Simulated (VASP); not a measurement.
Wanted: the native input for a VASP 6.6.1 run.

- Task: single point
- Functional: r2SCAN
- Potentials or basis: VASP PAW PBE potentials, release 64 (Rh_sv_GW)
- Cutoff: 680 eV
- k mesh: 15 × 15 × 15
- Occupations: fermi-dirac, width 0.1 eV
- Spin: no spin polarisation
- Dipole correction: no
- Further INCAR settings: ALGO = Normal; EDIFF = 1e-06; NBANDS = 14

Rh:

```
CELL_PARAMETERS angstrom
0.00000 1.90831 1.90831
1.90831 0.00000 1.90831
1.90831 1.90831 0.00000
ATOMIC_POSITIONS crystal
Rh 0.00000 0.00000 0.00000
```

These files were run (other wordings do the same):

POSCAR

```
Rh
1.0
    0.0000000000      1.9083100000      1.9083100000
    1.9083100000      0.0000000000      1.9083100000
    1.9083100000      1.9083100000      0.0000000000
Rh
1
Direct
    0.0000000000      0.0000000000      0.0000000000
```

INCAR.step1

```
SYSTEM = Rh
PREC = Accurate ; ENCUT = 680
ISMEAR = -1 ; SIGMA = 0.1
LREAL = .False. ; LASPH = .True.
NELM = 120 ; NBANDS = 14
GGA = PE ; ALGO = Normal
EDIFF = 1E-5 ; LWAVE = .True.
LCHARG = .False. ; GGA_COMPAT = .False.
```

INCAR.step2

```
SYSTEM = Rh
PREC = Accurate ; ENCUT = 680
EDIFF = 1E-6 ; ISMEAR = -1
SIGMA = 0.1 ; LREAL = .False.
LASPH = .True. ; NELM = 120
ALGO = Normal ; ISIF = 2
LWAVE = .False. ; LCHARG = .True.
METAGGA = R2SCAN ; LMIXTAU = .True.
LELF = .True. ; LVHAR = .True.
NBANDS = 14 ; ISTART = 1
GGA_COMPAT = .False.
```

KPOINTS

```
regular mesh
0
Gamma
  15 15 15
  0 0 0
```

Potentials or basis: VASP PAW PBE potentials, release 64 (Rh_sv_GW).

Launch:

```bash
$ cat potpaw_PBE.64/Rh_sv_GW/POTCAR > POTCAR
$ cp INCAR.step1 INCAR
$ mpirun -np 1 vasp_std > vasp.out
$ cp INCAR.step2 INCAR
$ mpirun -np 1 vasp_std > vasp.out
```

It gave:

| Item | Value |
| --- | --- |
| Pressure | -3.2 GPa |
| Band gap on the k mesh | zero (an odd number of electrons rules out a gap without spin polarisation) |

Caveat: the cell stands under tension; the PAW data sets were made with another functional, which shifts forces and pressure a little.

Run time: 66 s on 1 thread of Intel(R) Xeon(R) Platinum 8375C CPU @ 2.90GHz (Ice Lake), with other jobs on the host, peak memory 0.18 GiB.
